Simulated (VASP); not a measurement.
Set up this calculation in VASP 6.6.1, as the native input.

* Task: single point
* Functional: PBE
* Potentials or basis: VASP PAW PBE potentials, release 64 (Cl, Li_sv)
* Cutoff: 520 eV
* k mesh: 9 × 9 × 9
* Occupations: fermi-dirac, width 0.05 eV
* Spin: no spin polarisation
* Dipole correction: no
* Further INCAR settings: ALGO = Normal; EDIFF = 1e-06; NBANDS = 12

The structure of LiCl lies in POSCAR:

```
LiCl
1.0
    0.0000000000      2.5475562599      2.5475562599
    2.5475562599      0.0000000000      2.5475562599
    2.5475562599      2.5475562599      0.0000000000
Cl Li
1 1
Direct
    0.5000000000      0.5000000000      0.5000000000
    0.0000000000      0.0000000000      0.0000000000
```

This cell differs from its parent crystal: volume scaled by 0.98.

The input as run:

INCAR

```
ALGO = Normal
EDIFF = 1E-6
ENCUT = 520
GGA = PE
ISIF = 2
ISMEAR = -1
LASPH = T
LCHARG = F
LREAL = F
LWAVE = F
NBANDS = 12
NELM = 100
PREC = Accurate
SIGMA = 0.05
```

KPOINTS

```
k-points
0
Gamma
  9 9 9
```

Potentials or basis: VASP PAW PBE potentials, release 64 (Cl, Li_sv).

The run is started by

```bash
$ cat potpaw_PBE.64/Cl/POTCAR potpaw_PBE.64/Li_sv/POTCAR > POTCAR
$ mpirun -np 1 vasp_std > vasp.out
```

It gave:

- Band gap on the k mesh: 6.46 eV, direct

It took 22 s on 1 thread of Intel Xeon 8259CL, on a shared host, peak memory 0.15 GiB.
